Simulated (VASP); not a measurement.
A run of VASP 6.6.1 is set up as follows.

Contents of INCAR:

```
PREC     = Accurate       # precision mode
ENCUT    = 520            # plane-wave cutoff, eV
EDIFF    = 1E-7           # SCF threshold, eV
ISMEAR   = -1             # smearing method
SIGMA    = 0.1            # smearing width, eV
LREAL    = F              # projectors in reciprocal space
LASPH    = T              # aspherical terms in the spheres
NELM     = 100            # most SCF steps
ALGO     = Normal         # electronic algorithm
ISIF     = 2              # what is computed and relaxed
LWAVE    = F              # write WAVECAR
LCHARG   = T              # write CHGCAR
GGA      = PS             # functional
LELF     = T              # ELF
LVHAR    = T            
NBANDS   = 17             # bands
```

The input KPOINTS:

```
Automatic mesh
0
Gamma
  12 12 12
```

File POSCAR:

```
Ni
1.0
    0.0000000000      2.5015151266      2.5015151266
    2.5015151266      0.0000000000      2.5015151266
    2.5015151266      2.5015151266      0.0000000000
Ni
2
Direct
    0.1250000000      0.1250000000      0.1250000000
    0.8750000000      0.8750000000      0.8750000000
```

Potentials or basis: VASP PAW PBE potentials, release 64 (Ni).

The run is started by

```bash
$ cat potpaw_PBE.64/Ni/POTCAR > POTCAR
$ mpirun -np 1 vasp_std > vasp.out
```

Task: Estimate the pressure.

Result: -0.1 GPa.

Task: Predict the band gap on the k mesh.

Result: Zero (band 10 reaches 4.98 eV, above the bottom of band 11 at 4.66 eV).

Caveat: the PAW data sets were made with another functional, which shifts forces and pressure a little; the run has no spin polarisation, though such a crystal can be magnetic. Spin polarisation is off, so any magnetic state and its effect on volume and gap are missing.
